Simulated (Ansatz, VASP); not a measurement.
# One calculation of C, two programs

INCAR

```
  PREC = Accurate
  ENCUT = 1300
  EDIFF = 1E-6
  ISMEAR = 0
  SIGMA = 0.05
  LREAL = False
  LASPH = True
  NELM = 120
  ALGO = Normal
  ISIF = 2
  LWAVE = False
  LCHARG = False
  NBANDS = 26
  GGA_COMPAT = False
```

Contents of KPOINTS:

```
Automatic mesh
0
Gamma
  12 12 4
```

POSCAR

```
C
1.0
    2.4606208111      0.0000000000      0.0000000000
   -1.2303104055      2.1309601315      0.0000000000
    0.0000000000      0.0000000000      8.4056584863
C
8
Direct
    0.0000000000      0.0000000000      0.0973191510
    0.0000000000      0.0000000000      0.5973191510
    0.0000000000      0.0000000000      0.4026808490
    0.0000000000      0.0000000000      0.9026808490
    0.3333333333      0.6666666667      0.1521368824
    0.6666666667      0.3333333333      0.6521368824
    0.3333333333      0.6666666667      0.3478631176
    0.6666666667      0.3333333333      0.8478631176
```

Input for Ansatz:

```yaml
crystal:
  lattice:
    - [2.4606208111, 0.0, 0.0]
    - [-1.2303104055, 2.1309601315, 0.0]
    - [0.0, 0.0, 8.4056584863]
  atoms:
    - { symbol: C, position: [0.0, 0.0, 0.097319151] }
    - { symbol: C, position: [0.0, 0.0, 0.597319151] }
    - { symbol: C, position: [0.0, 0.0, 0.402680849] }
    - { symbol: C, position: [0.0, 0.0, 0.902680849] }
    - { symbol: C, position: [0.3333333333, 0.6666666667, 0.1521368824] }
    - { symbol: C, position: [0.6666666667, 0.3333333333, 0.6521368824] }
    - { symbol: C, position: [0.3333333333, 0.6666666667, 0.3478631176] }
    - { symbol: C, position: [0.6666666667, 0.3333333333, 0.8478631176] }
basis:
  ecutwfc: 520.0
kpoints:
  mp_grid: { grid: [12, 12, 4] }
hamiltonian:
  xc: lda
  pseudopotentials: { kind: paw, azcp: { folder: soft_1 } }
scf:
  occupations: { method: gaussian, width: 0.05 }
output:
  forces: true
  stress: true
  eigenvalues: true
```

Change from the starting cell: mode 21 frozen in at +0.036 Å, strain +e along z and -e/2 along x and y +0.0233.

Alike in both runs: task single point; functional LDA; k mesh 12 × 12 × 4; occupations gaussian, width 0.05 eV; no spin polarisation.

```csv
,VASP,Ansatz
version,VASP 6.6.1,Ansatz 0.2.0
potentials or method,"VASP PAW LDA potentials, release 64 (C_h), cutoff 1300 eV","scalar-relativistic, plane waves, PAW"
valence electrons in the cell,32,32
```

```csv
,VASP,Ansatz,Ansatz less VASP
gap on the k mesh at the Fermi level (eV),2.71,2.70,-0.005
least direct gap on the mesh (eV),2.71,2.70,-0.005
pressure (GPa),5.7,4.7,-1.00
"traceless stress, the component that is largest in VASP (GPa)",-26.98,-26.74,+0.240
rms of the force components (eV/Å),1.166,1.160,-0.0065
```

Ansatz warns that its potentials were made for another functional, while VASP's fit it. LDA's correlation is that of Perdew and Zunger in VASP and of Perdew and Wang (1992) in Ansatz. Atom by atom the forces differ by 0.007 eV/Å (rms over components).
